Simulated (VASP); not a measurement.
# MoN2: single point with PBEsol

MoN2:

```
CELL_PARAMETERS angstrom
4.44740 0.00000 0.00000
0.00000 4.12590 0.00000
0.00000 0.00000 2.72843
ATOMIC_POSITIONS crystal
Mo 0.50000 0.50000 0.00000
Mo 0.00000 0.00000 0.00000
N 0.88730 0.38730 0.50000
N 0.11270 0.61270 0.50000
N 0.38730 0.11270 0.50000
N 0.61270 0.88730 0.50000
```

This cell differs from its parent crystal: strain +0.0375 x Voigt [1, -1, 0, 0, 0, 0].

```json
{
  "Program": "VASP 6.6.1",
  "Task": "single point",
  "Functional": "PBEsol",
  "Potentials or basis": "VASP PAW PBE potentials, release 64 (Mo_sv, N)",
  "Cutoff": "520 eV",
  "k mesh": "12 × 12 × 18",
  "Occupations": "gaussian, width 0.15 eV",
  "Spin": "no spin polarisation",
  "Dipole correction": "no",
  "Further INCAR settings": "ALGO = Fast; EDIFF = 1e-06; NBANDS = 33"
}
```

* Pressure: 2.8 GPa
* Largest force: 0.370 eV/Å
* Band gap on the k mesh: zero (bands 24 and 25 overlap by 2.18 eV)

Forces in eV/Å, atoms in the order of the input:
```
Mo   0.000  0.000  0.000
Mo   0.000  0.000  0.000
N    0.210 -0.305  0.000
N   -0.210  0.305  0.000
N    0.210  0.305  0.000
N   -0.210 -0.305  0.000
```

Stress tensor (GPa, compression positive):
```
-18.76   0.00   0.00
  0.00  24.99   0.00
  0.00   0.00   2.08
```

Levels at points of the mesh, in eV from the Fermi level:
| k point | band 20 | band 21 | band 22 | band 23 | band 24 | band 25 | band 26 | band 27 | band 28 | band 29 |
| --- | --- | --- | --- | --- | --- | --- | --- | --- | --- | --- |
| (0.00, 0.00, 0.00) | -4.04 | -3.38 | -3.13 | -2.23 | -1.84 | 0.45 | 0.75 | 1.08 | 1.79 | 2.36 |
| (0.50, 0.00, 0.00) | -4.84 | -2.38 | -2.38 | -1.02 | -1.02 | -0.57 | -0.57 | 1.92 | 1.92 | 3.36 |
| (0.00, 0.50, 0.00) | -4.11 | -1.97 | -1.97 | -1.41 | -1.41 | -0.31 | -0.31 | 2.72 | 2.72 | 3.50 |
| (0.50, 0.50, 0.00) | -3.91 | -0.89 | -0.89 | 0.45 | 0.45 | 0.58 | 0.58 | 1.00 | 1.00 | 2.97 |
| (0.00, 0.00, 0.50) | -2.79 | -2.41 | -1.88 | 0.60 | 1.03 | 1.70 | 2.13 | 2.48 | 3.01 | 3.05 |
| (0.50, 0.00, 0.50) | -4.39 | -2.67 | -2.67 | -1.22 | -1.22 | 2.82 | 2.82 | 3.57 | 3.57 | 4.08 |
| (0.00, 0.50, 0.50) | -4.63 | -2.54 | -2.54 | -1.03 | -1.03 | 2.35 | 2.35 | 2.47 | 2.47 | 3.72 |
| (0.50, 0.50, 0.50) | -5.45 | -5.36 | -5.36 | -1.41 | -1.41 | 2.57 | 2.57 | 3.54 | 3.54 | 4.31 |

Run time: 14 min on 1 thread of Oxide Virtual Turin-like Processor, with other jobs on the host, peak memory 0.61 GiB.

Caveat: the cell differs from its parent crystal (strain +0.0375 x Voigt [1, -1, 0, 0, 0, 0]); the stress differs along the axes, from -19 to 25 GPa; the PAW data sets were made with another functional, which shifts forces and pressure a little.
